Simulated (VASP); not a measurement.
Write the native input for VASP 6.6.1 that does the following.

- Task: single point
- Functional: LDA
- Potentials or basis: VASP PAW LDA potentials, release 64 (Sn_d, O)
- Cutoff: 520 eV
- k mesh: 6 × 8 × 3
- Occupations: gaussian, width 0.05 eV
- Spin: no spin polarisation
- Dipole correction: no
- Further INCAR settings: ALGO = Normal; EDIFF = 1e-06; NBANDS = 50

The structure of SnO lies in POSCAR:

```
SnO
1.0
    0.0000000000      0.0000000000     -4.2219700000
   -3.3550050000      0.0000000000      0.0000000000
   -0.6710010000     11.3482080000      0.0000000000
Sn O
4 4
Direct
    0.4868560000     -0.1731909000      0.8659545000
    0.4868560000     -0.0731909000      0.3659545000
    0.9868560000      0.4731909000      0.1340455000
    0.9868560000      0.3731909000      0.6340455000
    0.2631430000     -0.0391250000      0.1956250000
    0.2631430000     -0.1391250000      0.6956250000
    0.7631430000      0.3391250000      0.8043750000
    0.7631430000      0.4391250000      0.3043750000
```

These files were run (other wordings do the same):

INCAR

```
SYSTEM = SnO
  PREC = Accurate
  ENCUT = 520
  EDIFF = 1E-6
  ISMEAR = 0
  SIGMA = 0.05
  LREAL = .False.
  LASPH = .True.
  NELM = 80
  ALGO = Normal
  ISIF = 2
  LWAVE = .False.
  LCHARG = .False.
  GGA = CA
  NBANDS = 50
```

KPOINTS

```
regular mesh
0
Gamma
  6 8 3
  0 0 0
```

Potentials or basis: VASP PAW LDA potentials, release 64 (Sn_d, O).

Launch:

```console
$ cat potpaw_LDA.64/Sn_d/POTCAR potpaw_LDA.64/O/POTCAR > POTCAR
$ mpirun -np 1 vasp_std > vasp.out
```

Results of the run:

| Property | Result |
| --- | --- |
| Pressure | -5.1 GPa |
| Largest force | 0.656 eV/Å |
| Band gap on the k mesh | 1.36 eV, indirect (least direct gap 1.69 eV) |

Caveat: spin-orbit coupling is left out, which moves the levels of the heavy elements.

Wall time 14 min on 1 thread of AMD EPYC 7R13, with other jobs on the host, peak memory 0.39 GiB.
